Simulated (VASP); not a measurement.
Runs of VASP 6.6.1 on ZrC. The structure is that of space group P6_3/mmc (No. 194), or close to it. The cells are those of the table. 

```csv
cell,gap on the mesh (eV),pressure (GPa)
"a = 3.361, b = 3.361, c = 5.243 Å, angles 90.0, 90.0, 120.0°, 4 atoms",none,(a)
"a = 3.451, b = 3.451, c = 5.382 Å, angles 90.0, 90.0, 120.0°, 4 atoms",none,-16.9
"a = 3.480, b = 3.480, c = 5.428 Å, angles 90.0, 90.0, 120.0°, 4 atoms",none,-20.7
"a = 3.391, b = 3.391, c = 5.290 Å, angles 90.0, 90.0, 120.0°, 4 atoms",none,-7.5
"a = 3.330, b = 3.330, c = 5.194 Å, angles 90.0, 90.0, 120.0°, 4 atoms",none,4.9
"a = 3.299, b = 3.299, c = 5.145 Å, angles 90.0, 90.0, 120.0°, 4 atoms",none,(b)
"a = 3.421, b = 3.421, c = 5.337 Å, angles 90.0, 90.0, 120.0°, 4 atoms",none,-12.5
```

Alike in all rows: task single point; level PBEsol; potentials or basis VASP PAW PBE potentials, release 64 (Zr_sv, C); no spin polarisation; k mesh 8 × 8 × 5; cutoff (eV) 520; smearing methfessel-paxton 0.15 eV.

Problem. Estimate the missing entries.

Solution. (a) -1.7; (b) 12.6.

Caveats: the PAW data sets were made with another functional, which shifts forces and pressure a little; the cell stands under tension (at least some runs); the cell stands under pressure (at least some runs).

A k mesh can miss the band edges, and the runs leave out spin-orbit coupling on Zr.

A gap of «none» marks levels without a gap at the run's occupations.
